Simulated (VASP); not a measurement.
Runs of VASP 6.6.1 on Rb. The structure is that of space group Im-3m (No. 229), or close to it. The cells are those of the table. 

```tsv
task	cell	gap on the mesh (eV)	pressure (GPa)
single point	a = 4.876 Å, angles 109.7°, 1 atom	none	-0.1
single point	a = 4.925 Å, angles 108.9, 108.9, 110.5°, 1 atom	none	(a)
single point	a = 4.844 Å, angles 109.2°, 1 atom	none	-0.1
single point	a = 4.828 Å, angles 109.7, 109.7, 108.9°, 1 atom	none	0.0
single point	a = 4.893 Å, angles 110.0°, 1 atom	none	-0.1
single point	a = 4.796 Å, angles 110.0, 110.0, 108.4°, 1 atom	none	0.1
single point	a = 4.876 Å, angles 109.7, 109.7, 108.9°, 1 atom	none	-0.1
single point	a = 4.893 Å, angles 110.0, 110.0, 108.4°, 1 atom	none	-0.1
single point	a = 4.844 Å, angles 109.2, 109.2, 110.0°, 1 atom	none	0.0
single point	a = 4.828 Å, angles 108.9, 108.9, 110.6°, 1 atom	none	0.0
electric field gradients	a = 4.828 Å, angles 108.9, 108.9, 110.6°, 1 atom	none	0.0
single point	a = 4.893 Å, angles 109.2, 109.2, 110.0°, 1 atom	none	-0.1
```

Alike in all rows: level PBEsol; potentials or basis VASP PAW PBE potentials, release 64 (Rb_sv); no spin polarisation; k mesh 8 × 8 × 8; cutoff (eV) 520; smearing fermi-dirac 0.05 eV.

Problem. Estimate the missing entries.

Solution. (a) -0.2.

Caveats: the PAW data sets were made with another functional, which shifts forces and pressure a little.

A k mesh can miss the band edges, and the runs leave out spin-orbit coupling on Rb.

A gap of «none» marks levels without a gap at the run's occupations.
